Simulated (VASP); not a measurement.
Input of a VASP 6.6.1 run:

File INCAR:

```
SYSTEM = Re
PREC     = Accurate       ! precision mode
ENCUT    = 520            ! plane-wave cutoff, eV
EDIFF    = 1E-7           ! SCF threshold, eV
ISMEAR   = -1             ! smearing method
SIGMA    = 0.1            ! smearing width, eV
LREAL    = .False.        ! projectors in reciprocal space
LASPH    = .True.         ! aspherical terms in the spheres
NELM     = 60             ! most SCF steps
ALGO     = Normal         ! electronic algorithm
ISIF     = 2              ! what is computed and relaxed
LWAVE    = .False.        ! write WAVECAR
LCHARG   = .False.        ! write CHGCAR
GGA      = B5             ! functional
ALDAX    = 1.0          
AGGAX    = 1.0          
AGGAC    = 1.0          
ALDAC    = 0.0          
NBANDS   = 10             ! bands
```

File KPOINTS:

```
regular mesh
0
Gamma
  23 23 23
  0 0 0
```

The input POSCAR:

```
Re
1.0
   -1.5774902056      1.5774902056      1.5774902056
    1.5774902056     -1.5774902056      1.5774902056
    1.5774902056      1.5774902056     -1.5774902056
Re
1
Direct
    0.0000000000      0.0000000000      0.0000000000
```

Potentials or basis: VASP PAW PBE potentials, release 64 (Re).

Run with:

```bash
$ cat potpaw_PBE.64/Re/POTCAR > POTCAR
$ mpirun -np 1 vasp_std > vasp.out
```

(1) What does it give for the pressure?

## Answers

(1) 1.8 GPa.

Caveat: the PAW data sets were made with another functional, which shifts forces and pressure a little.
